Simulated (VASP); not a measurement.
Runs of VASP 6.6.1 on Sc2AlAs3. The structure is that of space group P6/mmm (No. 191), or close to it. The cells are those of the table. The cell was generated, and may not be a known phase.

| task | cell | k mesh | cutoff (eV) | gap on the mesh (eV) | pressure (GPa) | relaxed volume (Å³/atom) |
| --- | --- | --- | --- | --- | --- | --- |
| single point | a = 5.228, b = 5.228, c = 6.326 Å, angles 90.0, 90.0, 120.0°, 6 atoms | 6 × 6 × 4 | 520 | none | (b) | - |
| single point | a = 5.267, b = 5.267, c = 5.399 Å, angles 90.0, 90.0, 120.0°, 6 atoms | 6 × 6 × 4 | 520 | none | 0.4 | - |
| relaxation of cell and atoms | relaxed from a = 5.267, b = 5.267, c = 5.399 Å, angles 90.0, 90.0, 120.0°, 6 atoms | 12 × 12 × 8 | 600 | none | 0.0 | 21.62 |
| single point | a = 5.241, b = 5.241, c = 5.447 Å, angles 90.0, 90.0, 120.0°, 6 atoms | 12 × 12 × 8 | 520 | none | (a) | - |
| relaxation of cell and atoms | relaxed from a = 5.228, b = 5.228, c = 6.326 Å, angles 90.0, 90.0, 120.0°, 6 atoms | 6 × 6 × 4 | 600 | none | 0.0 | 21.76 |

Alike in all rows: level PBE; potentials or basis VASP PAW PBE potentials, release 64 (Sc_sv, Al, As); no spin polarisation; smearing gaussian 0.1 eV.

Task: Fill in the values left out.

Result: (a) 0.1; (b) -5.3.

Caveats: the stress differs along the axes, from -15 to -1 GPa (at least some runs); semilocal functionals underestimate gaps, and a narrow one can read as zero (at least some runs).

A k mesh can miss the band edges, and the runs leave out spin-orbit coupling on As.

A gap of «none» marks levels without a gap at the run's occupations.
